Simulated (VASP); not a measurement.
Set up this calculation in VASP 6.6.1, as the native input.

| Property | Result |
| --- | --- |
| Task | electric field gradients |
| Functional | PBE |
| Potentials or basis | VASP PAW PBE potentials, release 64 (Nb_sv) |
| Cutoff | 520 eV |
| k mesh | 13 × 13 × 13 |
| Occupations | fermi-dirac, width 0.08 eV |
| Spin | no spin polarisation |
| Dipole correction | no |
| Further INCAR settings | ALGO = Normal; EDIFF = 1e-08; NBANDS = 12 |

The structure of Nb lies in POSCAR:

```
Nb
1.0
    0.0000000000      2.1324801315      2.1324801315
    2.1324801315      0.0000000000      2.1324801315
    2.1324801315      2.1324801315      0.0000000000
Nb
1
Direct
    0.0000000000      0.0000000000      0.0000000000
```

This cell differs from its parent crystal: volume scaled by 1.025.

One way to write it, as run:

INCAR

```
SYSTEM = Nb
PREC = Accurate
ENCUT = 520
EDIFF = 1E-8
ISMEAR = -1
SIGMA = 0.08
LREAL = .FALSE.
LASPH = .TRUE.
NELM = 80
ALGO = Normal
ISIF = 2
LWAVE = .FALSE.
LCHARG = .FALSE.
GGA = PE
LEFG = .TRUE.
NBANDS = 12
```

KPOINTS

```
regular mesh
0
G
  13 13 13
  0 0 0
```

Potentials or basis: VASP PAW PBE potentials, release 64 (Nb_sv).

Run with:

```console
$ cat potpaw_PBE.64/Nb_sv/POTCAR > POTCAR
$ mpirun -np 1 vasp_std > vasp.out
```

It gave:

```json
{
  "Pressure": "-5.2 GPa"
}
```

Caveat: without QUAD_EFG the Cq values of the log hold for a quadrupole moment of 1 mb, not for the nuclei.

Wall time 9.7 s on 1 thread of Intel Xeon 6975P-C, with other jobs on the host, peak memory 0.15 GiB.
